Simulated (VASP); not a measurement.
Here is a VASP 6.6.1 calculation.

POSCAR

```
TiAl3
1.0
    3.9556712500      0.0000000000      0.0000000000
    0.0000000000      3.9556712500      0.0000000000
    0.0000000000      0.0000000000      3.9556712500
Ti Al
1 3
Direct
    0.0109466302      0.0109466302      0.0109466302
    0.5000000000      0.5000000000      0.0000000000
    0.5000000000      0.0000000000      0.5000000000
    0.0000000000      0.5000000000      0.5000000000
```

INCAR.step1

```
SYSTEM = TiAl3
PREC     = Accurate       ! precision mode
ENCUT    = 520            ! plane-wave cutoff, eV
ISMEAR   = 0              ! smearing method
SIGMA    = 0.15           ! smearing width, eV
LREAL    = .False.        ! projectors in reciprocal space
LASPH    = .True.         ! aspherical terms in the spheres
NELM     = 80             ! most SCF steps
NBANDS   = 18             ! bands
GGA      = PE             ! functional
ALGO     = Normal         ! electronic algorithm
EDIFF    = 1E-4           ! SCF threshold, eV
LWAVE    = .True.         ! write WAVECAR
LCHARG   = .False.        ! write CHGCAR
```

INCAR.step2

```
SYSTEM = TiAl3
PREC     = Accurate       ! precision mode
ENCUT    = 520            ! plane-wave cutoff, eV
EDIFF    = 1E-7           ! SCF threshold, eV
ISMEAR   = 0              ! smearing method
SIGMA    = 0.15           ! smearing width, eV
LREAL    = .False.        ! projectors in reciprocal space
LASPH    = .True.         ! aspherical terms in the spheres
NELM     = 80             ! most SCF steps
ALGO     = Normal         ! electronic algorithm
ISIF     = 2              ! what is computed and relaxed
LWAVE    = .False.        ! write WAVECAR
LCHARG   = .True.         ! write CHGCAR
METAGGA  = R2SCAN         ! meta-GGA
LMIXTAU  = .True.       
LELF     = .True.         ! ELF
LVHAR    = .True.       
NBANDS   = 18             ! bands
ISTART   = 1
```

The input KPOINTS:

```
regular mesh
0
Gamma
  12 12 12
  0 0 0
```

Potentials or basis: VASP PAW PBE potentials, release 64 (Ti_sv, Al).

Launch:

```console
$ cat potpaw_PBE.64/Ti_sv/POTCAR potpaw_PBE.64/Al/POTCAR > POTCAR
$ cp INCAR.step1 INCAR
$ mpirun -np 1 vasp_std > vasp.out
$ cp INCAR.step2 INCAR
$ mpirun -np 1 vasp_std > vasp.out
```

What does it give for the pressure?

0.1 GPa.

Estimate the band gap on the k mesh.

zero (an odd number of electrons rules out a gap without spin polarisation).

What does it give for the largest force?

0.752 eV/Å.

Forces in eV/Å, atoms in the order of the input:
```
Ti  -0.434 -0.434 -0.434
Al   0.193  0.193  0.048
Al   0.193  0.048  0.193
Al   0.048  0.193  0.193
```

Caveat: the cell differs from its parent crystal (atom 1 (Ti) moved +0.075 Å along Cartesian [1 1 1]); the PAW data sets were made with another functional, which shifts forces and pressure a little.
